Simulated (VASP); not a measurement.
# Bi2S in VASP: a series of runs, part 2 of 2

VASP 6.6.1. Earlier steps stand in the parts before.

**3. Relaxation of cell and atoms, PBE**

The input, INCAR:

```
PREC     = Accurate       # precision mode
ENCUT    = 600            # plane-wave cutoff, eV
EDIFF    = 1E-7           # SCF threshold, eV
ISMEAR   = 0              # smearing method
SIGMA    = 0.1            # smearing width, eV
LREAL    = False          # projectors in reciprocal space
LASPH    = True           # aspherical terms in the spheres
NELM     = 60             # most SCF steps
ALGO     = Normal         # electronic algorithm
ISIF     = 3              # what is computed and relaxed
LWAVE    = False          # write WAVECAR
LCHARG   = False          # write CHGCAR
GGA      = PE             # functional
IBRION   = 2              # ionic algorithm
NSW      = 90             # ionic steps
EDIFFG   = -0.04          # ionic threshold
```

The input, KPOINTS:

```
regular mesh
0
Gamma
  6 6 2
```

The input, POSCAR:

```
Bi2S
1.0
    1.8224748200     -2.9991688800      0.0000000000
    1.8224748200      2.9991688800      0.0000000000
    0.0000000000      0.0000000000      8.2761196400
Bi S
2 1
Direct
    0.3309651900      0.6690348100      0.0000000000
    0.6690348100      0.3309651900      0.0000000000
    0.0000000000      0.0000000000      0.0000000000
```

Potentials or basis: VASP PAW PBE potentials, release 64 (Bi_d, S).

Launch:

```bash
$ cat potpaw_PBE.64/Bi_d/POTCAR potpaw_PBE.64/S/POTCAR > POTCAR
$ mpirun -np 1 vasp_std > vasp.out
```

OUTCAR:

```text
PREC = Accurate
   ENCUT = 600
   EDIFF = 1E-7
   ISMEAR = 0
   LREAL = False
   LASPH = True
   NELM = 60
   ISIF = 3
   GGA = PE
   IBRION = 2
   NSW = 90
   EDIFFG = -0.04

 ion  position               nearest neighbor table
   1  0.331  0.669  0.000-   3 1.99   2 2.03   2 2.07   2 2.07   3 2.09   3 2.09
   2  0.669  0.331  0.000-   3 1.99   1 2.03   1 2.07   1 2.07   3 2.09   3 2.09
   3  0.000  0.000  0.000-   1 1.99   2 1.99   2 2.09   1 2.09   2 2.09   1 2.09

  LATTYP: Found a base centered orthorhombic cell.
 ALAT       =     3.6449496400
 B/A-ratio  =     1.6456572388
 C/A-ratio  =     2.2705717383

  Lattice vectors:

 A1 = (   1.8224748200,  -2.9991688800,   0.0000000000)
 A2 = (   1.8224748200,   2.9991688800,   0.0000000000)
 A3 = (   0.0000000000,   0.0000000000,   8.2761196400)

Analysis of symmetry for initial positions (statically):
=====================================================================
 Subroutine PRICEL returns:
 Original cell was already a primitive cell.

 Routine SETGRP: Setting up the symmetry group for a
 base centered orthorhombic supercell.

[... 164 lines left out ...]
  ---------------------------------------------------
  ext. energy  EPLUGINS =         0.00000000
  ---------------------------------------------------
  free energy    TOTEN  =        43.24923522 eV

  energy without entropy =       43.25695341  energy(sigma->0) =       43.25309432

 E-fermi :   7.5176     XC(G=0):  -7.4298

 val. band max:        7.5051047637   @ k =  -0.3333   0.3333   0.0000
 cond. band min:       7.5725920752   @ k =   0.1667  -0.0000   0.5000
 fundamental gap:      0.0674873114
 Fermi energy:         7.5175789659
[... 650 lines left out ...]
 VOLUME and BASIS-vectors are now :
 -----------------------------------------------------------------------------
  energy-cutoff  :      600.00
  volume of cell :     1591.00
      direct lattice vectors                 reciprocal lattice vectors
     7.463333574-12.913598547  0.000000000     0.066994192 -0.038718874  0.000000000
     7.463333574 12.913598547  0.000000000     0.066994192  0.038718874  0.000000000
     0.000000000  0.000000000  8.253916945     0.000000000  0.000000000  0.121154599

 POSITION                                       TOTAL-FORCE (eV/Angst)
 -----------------------------------------------------------------------------------
      7.46333      4.31616      0.00000         0.000000     -0.345330      0.000000
      7.46333     -4.31616      0.00000         0.000000      0.345330      0.000000
      7.46333     12.91360      0.00000         0.000000     -0.000000     -0.000000
 -----------------------------------------------------------------------------------
    total drift:                                0.000000      0.000000     -0.000000
[... 838 lines left out ...]
--------------------------------------- Ionic step        9  -------------------------------------------

 number of electron      36.0000023 magnetization

 Free energy of the ion-electron system (eV)
  ---------------------------------------------------
  ext. energy  EPLUGINS =         0.00000000
  ---------------------------------------------------
  free energy    TOTEN  =       -10.13367831 eV

  energy without entropy =      -10.11560869  energy(sigma->0) =      -10.12464350

 E-fermi :  -0.0835     XC(G=0):  -5.3492

 val. band max:       -0.0915307763   @ k =  -0.1667   0.1667   0.5000
 cond. band min:      -0.0827744953   @ k =   0.1667  -0.0000   0.5000
 fundamental gap:      0.0087562810
 Fermi energy:        -0.0835291109
[... 630 lines left out ...]
  FREE ENERGIE OF THE ION-ELECTRON SYSTEM (eV)
  ---------------------------------------------------
  free  energy   TOTEN  =       -10.1336783108 eV

  energy  without entropy=      -10.1156086860  energy(sigma->0) =      -10.12464350

 reached required accuracy - stopping structural energy minimisation
```

OSZICAR:

```text
N       E                     dE             d eps       ncg     rms          rms(c)
DAV:   1     0.528101607132E+03    0.52810E+03   -0.21673E+04  1144   0.210E+03
DAV:   2     0.974630383188E+02   -0.43064E+03   -0.42272E+03  1240   0.548E+02
DAV:   3     0.415212658594E+02   -0.55942E+02   -0.54787E+02  1428   0.217E+02
[... 172 lines left out ...]
DAV:   5    -0.101336790502E+02    0.42939E-05   -0.23519E-05  1522   0.341E-02    0.921E-03
DAV:   6    -0.101336776863E+02    0.13640E-05   -0.50628E-06  1358   0.154E-02    0.283E-03
DAV:   7    -0.101336779019E+02   -0.21556E-06   -0.10371E-06  1208   0.731E-03    0.192E-03
DAV:   8    -0.101336782540E+02   -0.35210E-06   -0.59297E-07   972   0.698E-03    0.103E-03
DAV:   9    -0.101336783108E+02   -0.56816E-07   -0.24780E-07  1016   0.309E-03
   9 F= -.10133678E+02 E0= -.10124643E+02  d E =-.907175E-03
```

CONTCAR:

```text
Bi2S
   1.00000000000000
     2.7106301953623770   -4.5920067118183434    0.0000000000000000
     2.7106301953623770    4.5920067118183434    0.0000000000000000
     0.0000000000000000    0.0000000000000000    8.2504867341265022
  Bi              S
     2     1
Direct
     0.3310468949463918    0.6689531050536082    1.0000000000000000
     0.6689531050536082    0.3310468949463918    0.0000000000000000
     1.0000000000000000    0.0000000000000000    0.0000000000000000

  0.00000000E+00  0.00000000E+00  0.00000000E+00
  0.00000000E+00  0.00000000E+00  0.00000000E+00
  0.00000000E+00  0.00000000E+00  0.00000000E+00
```

Wall time 5.8 min (1 thread of Intel Xeon 6975P-C (Granite Rapids), shared host); peak memory 0.26 GiB.

Results:

```yaml
Free_energy: -10.1337 eV
Relaxed_cell: a = 5.332 Å, b = 5.332 Å, c = 8.250 Å, α = 90.00°, β = 90.00°, γ = 118.89°
Space_group_after_relaxing_to_0.1_Å: Cmmm (No. 65)
Largest_force_after_relaxing: 0.031 eV/Å
Band_gap_on_the_k_mesh: zero (bands 18 and 19 overlap by 0.57 eV)
```

Forces in eV/Å, atoms in the order of the input:
```
Bi   0.000  0.031  0.000
Bi   0.000 -0.031  0.000
S    0.000  0.000  0.000
```

Final structure:
```
CELL_PARAMETERS angstrom
2.71063 -4.59201 0.00000
2.71063 4.59201 0.00000
0.00000 0.00000 8.25049
ATOMIC_POSITIONS crystal
Bi 0.33105 0.66895 0.00000
Bi 0.66895 0.33105 0.00000
S 0.00000 0.00000 0.00000
```

Levels at points of the mesh, in eV from the Fermi level:
| k point | band 16 | band 17 | band 18 | band 19 | band 20 | band 21 |
| --- | --- | --- | --- | --- | --- | --- |
| (0.00, 0.00, 0.00) | -2.87 | -2.55 | -2.38 | 0.19 | 1.88 | 3.05 |
| (0.50, 0.00, 0.00) | -1.20 | -1.05 | -0.09 | 0.53 | 1.05 | 3.26 |
| (0.50, 0.50, 0.00) | -1.28 | -1.05 | -0.15 | 0.44 | 0.99 | 3.51 |
| (0.00, 0.00, 0.50) | -2.88 | -2.55 | -2.38 | 0.18 | 1.87 | 4.16 |
| (0.50, 0.00, 0.50) | -1.20 | -1.07 | -0.09 | 0.52 | 1.05 | 3.26 |
| (0.50, 0.50, 0.50) | -1.28 | -1.07 | -0.15 | 0.43 | 0.99 | 3.51 |

Caveat: the k points lie up to 0.38 Å⁻¹ apart in the final cell, too coarse for converged energies and pressures of a metal; there is no dipole correction, which matters where the two faces differ; spin-orbit coupling is left out, which moves the levels of the heavy elements.

The gap in the log of VASP goes by the Fermi energy; the results here count the filled bands.